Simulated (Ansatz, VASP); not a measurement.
AlIn: VASP beside Ansatz

The input INCAR:

```
PREC = Accurate
ENCUT = 520
EDIFF = 1E-7
ISMEAR = -1
SIGMA = 0.05
LREAL = False
LASPH = True
NELM = 100
ALGO = Fast
ISIF = 2
LWAVE = False
LCHARG = False
GGA = PE
NBANDS = 15
```

Contents of KPOINTS:

```
Automatic mesh
0
Gamma
  8 8 4
```

POSCAR

```
AlIn
1.0
    3.0541300000      0.0000000000      0.0000000000
   -1.5270700000      2.6449600000      0.0000000000
    0.0000000000      0.0000000000      5.8863002000
Al In
1 1
Direct
    0.0000000000      0.0000000000      0.0000000000
    0.0000000000      0.0000000000      0.5000000000
```

Contents of input.yaml:

```yaml
crystal:
  lattice:
    - [3.05413, 0.0, 0.0]
    - [-1.52707, 2.64496, 0.0]
    - [0.0, 0.0, 5.8863002]
  atoms:
    - { symbol: Al, position: [0.0, 0.0, 0.0] }
    - { symbol: In, position: [0.0, 0.0, 0.5] }
hamiltonian:
  xc: pbe
  pseudopotentials: { kind: paw }
kpoints:
  mp_grid: { grid: [8, 8, 4] }
scf:
  occupations: { method: fermi_dirac, width: 0.05 }
output:
  forces: true
  stress: true
  eigenvalues: true
```

Alike in both runs: task single point; functional PBE; k mesh 8 × 8 × 4; occupations fermi-dirac, width 0.05 eV; no spin polarisation.

|  | VASP | Ansatz |
| --- | --- | --- |
| version | VASP 6.6.1 | Ansatz 0.2.0 |
| potentials or method | VASP PAW PBE potentials, release 64 (Al, In_d) | Ansatz PAW |
| plane-wave cutoff (eV) | 520 | 420 |
| valence electrons in the cell | 16 | 16 |

```tsv
	VASP	Ansatz	Ansatz less VASP
gap on the k mesh at the Fermi level (eV)	none	none	-
pressure (GPa)	-0.3	-0.3	+0.02
traceless stress, the component that is largest in VASP (GPa)	-0.44	-0.42	+0.013
```

A gap of «none» marks a metal or a gap that the smearing closes. The functional is the same, so the differences come from potentials, cutoffs and numerics.
